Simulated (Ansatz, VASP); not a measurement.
## VH: VASP beside Ansatz

```
V H
1.0
     2.73558    0.00000    0.00000
    -1.36779    2.36908    0.00000
     0.00000    0.00000    4.93597
V H
2 2
Cartesian
  0.0000 0.0000 0.0000
  0.0000 0.0000 2.4680
  1.3678 0.7897 3.7020
  0.0000 1.5794 1.2340
```

Alike in both runs: task single point; functional r2SCAN; k mesh 11 × 11 × 5; occupations gaussian, width 0.05 eV; collinear spin.

|  | VASP | Ansatz |
| --- | --- | --- |
| version | VASP 6.6.1 | Ansatz 0.2.0 |
| potentials or method | VASP PAW PBE potentials, release 64 (V_sv, H), cutoff 520 eV | plane waves, PAW |
| valence electrons in the cell | 28 | 28 |

VASP gave:

| Item | Value |
| --- | --- |
| gap on the k mesh at the Fermi level (eV) | none |
| pressure (GPa) | -3.3 |
| traceless stress, the component that is largest in VASP (GPa) | 2.87 |
| net moment per atom (μB) | 0.00 |

Problem. What did Ansatz give for the same quantities?

Solution. gap on the k mesh at the Fermi level (eV): none; pressure (GPa): -3.9; traceless stress, the component that is largest in VASP (GPa): 2.61; net moment per atom (μB): 0.01.

VASP's potentials were made for PBE, not for r2SCAN. A gap of «none» marks a metal or a gap that the smearing closes. With one functional, cell and mesh, what is left measures potentials, basis and numerics. Ansatz's warnings: seeded moment not kept, stability check not made.
